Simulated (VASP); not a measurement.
# Sc (P6_3/mmc) in VASP: a series of runs

Sc is run at these levels: PBE, r2SCAN; tasks: single point.

Program: VASP 6.6.1. These are calculated values, not measurements. Logs are shortened: lines on timing, memory, paths and dates and some standing lists are left out, and cuts for length are marked.

**1. The cell of the first run**

The structure is hexagonal, space group P6_3/mmc (No. 194). The conventional cell has a = 3.312 Å, b = 3.312 Å, c = 5.161 Å, α = 90.00°, β = 90.00°, γ = 120.00°. Sc (site symmetry -6m2) has 12 Sc at 3.21 to 3.31 Å within 4.2 Å.

**2. Single point, PBE**

Input file INCAR:

```
SYSTEM = Sc
PREC = Accurate
ENCUT = 500
EDIFF = 1E-6
ISMEAR = 0
SIGMA = 0.05
LREAL = .False.
LASPH = .True.
NELM = 120
ALGO = Normal
ISIF = 2
LWAVE = .False.
LCHARG = .True.
GGA = PE
LELF = .True.
LVHAR = .True.
NBANDS = 18
GGA_COMPAT = .False.
```

Input file KPOINTS:

```
regular mesh
0
Gamma
  8 8 4
  0 0 0
```

Input file POSCAR:

```
Sc
1.0
    3.3120073952      0.0000000000      0.0000000000
   -1.6560036976      2.8682825417      0.0000000000
    0.0000000000      0.0000000000      5.1605064636
Sc
2
Direct
    0.3333333333      0.6666666667      0.7500000000
    0.6666666667      0.3333333333      0.2500000000
```

Potentials or basis: VASP PAW PBE potentials, release 64 (Sc_sv).

Run with:

```console
$ cat potpaw_PBE.64/Sc_sv/POTCAR > POTCAR
$ mpirun -np 1 vasp_std > vasp.out
```

OUTCAR:

```text
SYSTEM = Sc
   PREC = Accurate
   ENCUT = 500
   EDIFF = 1E-6
   ISMEAR = 0
   LREAL = .False.
   LASPH = .True.
   NELM = 120
   ISIF = 2
   GGA = PE

 ion  position               nearest neighbor table
   1  0.333  0.667  0.750-   2 3.21   2 3.21   2 3.21   2 3.21   2 3.21   2 3.21
   2  0.667  0.333  0.250-   1 3.21   1 3.21   1 3.21   1 3.21   1 3.21   1 3.21

  LATTYP: Found a hexagonal cell.
 ALAT       =     3.3120073952
 C/A-ratio  =     1.5581204532

  Lattice vectors:

 A1 = (   3.3120073952,   0.0000000000,   0.0000000000)
 A2 = (  -1.6560036976,   2.8682825417,   0.0000000000)
 A3 = (   0.0000000000,   0.0000000000,   5.1605064636)

Analysis of symmetry for initial positions (statically):
=====================================================================
 Subroutine PRICEL returns:
 Original cell was already a primitive cell.

 Routine SETGRP: Setting up the symmetry group for a
 hexagonal supercell.

 Subroutine GETGRP returns: Found 24 space group operations
 (whereof 12 operations were pure point group operations)
 out of a pool of 24 trial point group operations.

The static configuration has the point symmetry D_3d.
 The point group associated with its full space group is D_6h.

Analysis of symmetry for dynamics (positions and initial velocities):
=====================================================================
 Subroutine PRICEL returns:
 Original cell was already a primitive cell.

 Routine SETGRP: Setting up the symmetry group for a
 hexagonal supercell.

 Subroutine GETGRP returns: Found 24 space group operations
 (whereof 12 operations were pure point group operations)
 out of a pool of 24 trial point group operations.

The dynamic configuration has the point symmetry D_3d.
 The point group associated with its full space group is D_6h.

 Subroutine INISYM returns: Found 24 space group operations
 (whereof 12 operations are pure point group operations),
 and found     1 'primitive' translations

----------------------------------------------------------------------------------------

                                     Primitive cell

  volume of cell :      49.0236

  direct lattice vectors                    reciprocal lattice vectors
     3.312007395  0.000000000  0.000000000     0.301931693  0.174320344  0.000000000
    -1.656003698  2.868282542  0.000000000     0.000000000  0.348640688  0.000000000
     0.000000000  0.000000000  5.160506464     0.000000000  0.000000000  0.193779430

  length of vectors
     3.312007395  3.312007395  5.160506464     0.348640688  0.348640688  0.193779430

  position of ions in fractional coordinates (direct lattice)
     0.333333333  0.666666667  0.750000000
     0.666666667  0.333333333  0.250000000

  ion indices of the primitive-cell ions
   primitive index   ion index
                 1           1
                 2           2

----------------------------------------------------------------------------------------

 KPOINTS: regular mesh

Automatic generation of k-mesh.
 Grid dimensions read from file:
 generate k-points for:    8    8    4

 Generating k-lattice:

  Cartesian coordinates                     Fractional coordinates (reciprocal lattice)
     0.037741462  0.021790043  0.000000000     0.125000000  0.000000000  0.000000000
     0.000000000  0.043580086  0.000000000     0.000000000  0.125000000  0.000000000
     0.000000000  0.000000000  0.048444857     0.000000000  0.000000000  0.250000000

  Length of vectors
     0.043580086  0.043580086  0.048444857

  Shift w.r.t. Gamma in fractional coordinates (k-lattice)
     0.000000000  0.000000000  0.000000000

 Subroutine IBZKPT returns following result:
 ===========================================

 Found     30 irreducible k-points:

 Following reciprocal coordinates:
            Coordinates               Weight
  0.000000  0.000000  0.000000      1.000000
  0.125000  0.000000  0.000000      6.000000
  0.250000  0.000000  0.000000      6.000000
  0.375000  0.000000  0.000000      6.000000
  0.500000  0.000000  0.000000      3.000000
  0.125000  0.125000  0.000000      6.000000
[... 16 lines left out ...]
  0.250000  0.000000  0.500000      6.000000
  0.375000  0.000000  0.500000      6.000000
 [... further k-points ...]
   k-points           NKPTS =     30   k-points in BZ     NKDIM =     30   number of bands    NBANDS=     18
   number of dos      NEDOS =    301   number of ions     NIONS =      2
   total plane-waves  NPLWV =  23040
   dimension x,y,z NGX =    24 NGY =   24 NGZ =   40
   dimension x,y,z NGXF=    48 NGYF=   48 NGZF=   80
   ions per type =               2
   NGX,Y,Z   is equivalent  to a cutoff of  12.05, 12.05, 12.89 a.u.
   NGXF,Y,Z  is equivalent  to a cutoff of  24.09, 24.09, 25.77 a.u.
 SYSTEM =  Sc
   PREC   = accura    normal or accurate (medium, high low for compatibility)
   ISTART =      0    job   : 0-new  1-cont  2-samecut
   ICHARG =      2    charge: 1-file 2-atom 10-const
   ISPIN  =      1    spin polarized calculation?
   LNONCOLLINEAR =      F non collinear calculations
   LSORBIT =      F    spin-orbit coupling
   LASPH  =      T    aspherical Exc in radial PAW
   ENCUT  =  500.0 eV  36.75 Ry    6.06 a.u.   6.04  6.04  9.41*2*pi/ulx,y,z
   NELM   =    120;   NELMIN=  2; NELMDL= -5     # of ELM steps
   EDIFF  = 0.1E-05   stopping-criterion for ELM
   LREAL  =      F    real-space projection
   EDIFFG = 0.1E-04   stopping-criterion for IOM
   NSW    =      0    number of steps for IOM
   IBRION =     -1    ionic relax: 0-MD 1-quasi-New 2-CG
   NFREE  =      0    steps in history (QN), initial steepest desc. (CG)
   ISIF   =      2    stress and relaxation
   ISYM   =      2    0-nonsym 1-usesym 2-fastsym
   POTIM  = 0.5000    time-step for ionic-motion
   TEBEG  =    0.0;   TEEND  =   0.0 temperature during run
   PSTRESS=    0.0 pullay stress
   NELECT =      22.0000    total number of electrons
   NUPDOWN=      -1.0000    fix difference up-down
   EMIN   =  10.00;   EMAX   =-10.00  energy-range for DOS
   EFERMI =   0.00;   METHOD = LEGACY
   ISMEAR =     0;   SIGMA  =   0.05  broadening in eV -4-tet -1-fermi 0-gaus
   EFERMI_NEDOS =   21; number of points for ismear=-14 and -15
   IALGO  =     38    algorithm
   IMIX   =      4    mixing-type and parameters
     AMIX     =   0.40;   BMIX     =  1.00
     AMIX_MAG =   1.60;   BMIX_MAG =  1.00
  volume/ion in A,a.u.               =      24.51       165.41
  Fermi-wavevector in a.u.,A,eV,Ry     =   1.253374  2.368533 21.374009  1.570945
  Thomas-Fermi vector in A             =   2.387229
   LORBIT       =      0    0 simple, 1 ext, 2 COOP (PROOUT), +10 PAW based schemes
   GGA     = PE    functional components
   LHFCALC =     F    Hartree Fock is set to
   AEXX    =    0.0000 exact exchange contribution
   IVDW    =     0    specifies the selected vdW correction
   LEPSILON=     F    determine dielectric tensor
   LRPA    =     F    only Hartree local field effects (RPA)
 non-spin polarized calculation
 Gauss-broadening in eV      SIGMA  =   0.05
  energy-cutoff  :      500.00
  volume of cell :       49.02
 maximum number of plane-waves:      1262
   NGX = 13   NGY = 13   NGZ = 19

 number of electron      22.0000000 magnetization

 Free energy of the ion-electron system (eV)
  ---------------------------------------------------
  ext. energy  EPLUGINS =         0.00000000
  ---------------------------------------------------
  free energy    TOTEN  =       -12.51051913 eV

  energy without entropy =      -12.50696749  energy(sigma->0) =      -12.50874331

 E-fermi :   3.7198     XC(G=0):  -9.8992

 val. band max:        3.7187222779   @ k =   0.2500   0.1250   0.0000
 cond. band min:       3.7288539583   @ k =   0.1250   0.1250   0.2500
 fundamental gap:      0.0101316804
 Fermi energy:         3.7198395217

 k-point     1 :       0.0000    0.0000    0.0000
  band No.  band energies     occupation
      1     -45.6933      2.00000
      2     -45.6207      2.00000
      3     -24.5173      2.00000
      4     -24.1841      2.00000
      5     -24.1841      2.00000
      6     -24.1166      2.00000
[... 10 lines left out ...]
     17       6.0384      0.00000
     18       6.0384      0.00000

 k-point     2 :       0.1250    0.0000    0.0000
  band No.  band energies     occupation
      1     -45.6860      2.00000
      2     -45.6184      2.00000
      3     -24.4969      2.00000
      4     -24.2224      2.00000
      5     -24.1973      2.00000
      6     -24.1566      2.00000
[... 10 lines left out ...]
     17       5.8988      0.00000
     18       5.9728      0.00000

 k-point     3 :       0.2500    0.0000    0.0000
  band No.  band energies     occupation
      1     -45.6675      2.00000
      2     -45.6136      2.00000
      3     -24.4421      2.00000
      4     -24.3161      2.00000
      5     -24.2497      2.00000
      6     -24.2276      2.00000
[... 10 lines left out ...]
     17       6.4212      0.00000
     18       6.5484      0.00000

 k-point     4 :       0.3750    0.0000    0.0000
  band No.  band energies     occupation
      1     -45.6466      2.00000
      2     -45.6112      2.00000
      3     -24.4113      2.00000
      4     -24.3722      2.00000
      5     -24.3383      2.00000
      6     -24.2563      2.00000
[... 375 lines left out ...]
      4     -24.3149      2.00000
      5     -24.1685      2.00000
      6     -24.1685      2.00000
[... 10 lines left out ...]
     17       7.0620      0.00000
     18       7.0834      0.00000

 k-point    23 :       0.2500    0.0000    0.5000
  band No.  band energies     occupation
      1     -45.6406      2.00000
      2     -45.6406      2.00000
      3     -24.3738      2.00000
      4     -24.3738      2.00000
      5     -24.1880      2.00000
      6     -24.1880      2.00000
[... 10 lines left out ...]
     17       7.0765      0.00000
     18       7.0787      0.00000

 k-point    24 :       0.3750    0.0000    0.5000
  band No.  band energies     occupation
      1     -45.6289      2.00000
      2     -45.6289      2.00000
      3     -24.4504      2.00000
      4     -24.4504      2.00000
      5     -24.2033      2.00000
      6     -24.2033      2.00000
[... 10 lines left out ...]
     17       7.3603      0.00000
     18       7.4756      0.00000

 [... further k-points ...]

------------------------ aborting loop because EDIFF is reached ----------------------------------------

  FORCE on cell =-STRESS in cart. coord.  units (eV):
  Direction    XX          YY          ZZ          XY          YZ          ZX
  --------------------------------------------------------------------------------------
  -------------------------------------------------------------------------------------
  Total        0.0882143      0.0882143      0.0132281      0.0000000      0.0000000      0.0000000
  in kB        2.8829966      2.8829966      0.4323187      0.0000000      0.0000000      0.0000000
  external PRESSURE =       2.0661040 kB  Pullay stress =       0.0000000 kB

 VOLUME and BASIS-vectors are now :
 -----------------------------------------------------------------------------
  energy-cutoff  :      500.00
  volume of cell :       49.02
      direct lattice vectors                 reciprocal lattice vectors
     3.312007395  0.000000000  0.000000000     0.301931693  0.174320344  0.000000000
    -1.656003698  2.868282542  0.000000000     0.000000000  0.348640688  0.000000000
     0.000000000  0.000000000  5.160506464     0.000000000  0.000000000  0.193779430

 POSITION                                       TOTAL-FORCE (eV/Angst)
 -----------------------------------------------------------------------------------
     -0.00000      1.91219      3.87038        -0.000000     -0.000000      0.000000
      1.65600      0.95609      1.29013         0.000000      0.000000      0.000000
 -----------------------------------------------------------------------------------
    total drift:                               -0.000000      0.000000     -0.000000

  FREE ENERGIE OF THE ION-ELECTRON SYSTEM (eV)
  ---------------------------------------------------
  free  energy   TOTEN  =       -12.5105191286 eV

  energy  without entropy=      -12.5069674860  energy(sigma->0) =      -12.50874331
```

It took 7.9 s on 1 thread of Intel Xeon 6975P-C (Granite Rapids), shared host; peak memory 0.16 GiB.

Results:

```
Free energy            : -12.5105 eV
Pressure               : 0.2 GPa
Band gap on the k mesh : zero (bands 11 and 12 overlap by 1.50 eV)
```

**3. Single point, r2SCAN (24.65 Å³/atom)**

This run uses another cell than the first one, of 24.65 Å³/atom.

Input file POSCAR:

```
Sc
1.0
    3.3184174158      0.0000000000      0.0000000000
   -1.6592087079      2.8738337825      0.0000000000
    0.0000000000      0.0000000000      5.1704940479
Sc
2
Direct
    0.3333333333      0.6666666667      0.7500000000
    0.6666666667      0.3333333333      0.2500000000
```

Input file INCAR.step1:

```
PREC     = Accurate       # precision mode
ENCUT    = 550            # plane-wave cutoff, eV
ISMEAR   = 0              # smearing method
SIGMA    = 0.05           # smearing width, eV
LREAL    = False          # projectors in reciprocal space
LASPH    = True           # aspherical terms in the spheres
NELM     = 120            # most SCF steps
NBANDS   = 18             # bands
GGA      = PE             # functional
ALGO     = Normal         # electronic algorithm
EDIFF    = 1E-5           # SCF threshold, eV
LWAVE    = True           # write WAVECAR
LCHARG   = False          # write CHGCAR
GGA_COMPAT= False
```

Input file INCAR.step2:

```
PREC     = Accurate       # precision mode
ENCUT    = 550            # plane-wave cutoff, eV
EDIFF    = 1E-6           # SCF threshold, eV
ISMEAR   = 0              # smearing method
SIGMA    = 0.05           # smearing width, eV
LREAL    = False          # projectors in reciprocal space
LASPH    = True           # aspherical terms in the spheres
NELM     = 120            # most SCF steps
ALGO     = Normal         # electronic algorithm
ISIF     = 2              # what is computed and relaxed
LWAVE    = False          # write WAVECAR
LCHARG   = False          # write CHGCAR
METAGGA  = R2SCAN         # meta-GGA
LMIXTAU  = True         
NBANDS   = 18             # bands
ISTART   = 1            
GGA_COMPAT= False
```

Input file KPOINTS:

```
regular mesh
0
Gamma
  14 14 8
```

Potentials or basis: VASP PAW PBE potentials, release 64 (Sc_sv).

Run with:

```console
$ cat potpaw_PBE.64/Sc_sv/POTCAR > POTCAR
$ cp INCAR.step1 INCAR
$ mpirun -np 1 vasp_std > vasp.out
$ cp INCAR.step2 INCAR
$ mpirun -np 1 vasp_std > vasp.out
```

It took 3.1 min on 1 thread of Intel Xeon 6975P-C (Granite Rapids), shared host; peak memory 0.24 GiB.

It converged, with:

| Property | Result |
| --- | --- |
| Free energy | -22.7120 eV |
| Pressure | 0.7 GPa |
| Band gap on the k mesh | zero (bands 11 and 12 overlap by 1.59 eV) |

Levels at points of the mesh, in eV from the Fermi level:
| k point | band 8 | band 9 | band 10 | band 11 | band 12 | band 13 | band 14 | band 15 |
| --- | --- | --- | --- | --- | --- | --- | --- | --- |
| (0.00, 0.00, 0.00) | -28.94 | -5.50 | -1.70 | 0.46 | 1.80 | 1.80 | 2.08 | 2.29 |
| (0.50, 0.00, 0.00) | -29.00 | -1.72 | -1.14 | -0.68 | -0.42 | 1.42 | 1.55 | 2.06 |
| (0.00, 0.00, 0.50) | -28.99 | -3.87 | -3.87 | 1.10 | 1.10 | 1.72 | 1.72 | 1.72 |
| (0.50, 0.00, 0.50) | -29.04 | -1.53 | -1.53 | 0.05 | 0.05 | 1.32 | 1.32 | 2.62 |

Caveat: the PAW data sets were made with another functional, which shifts forces and pressure a little.

(Continued in part 2 of 2.)
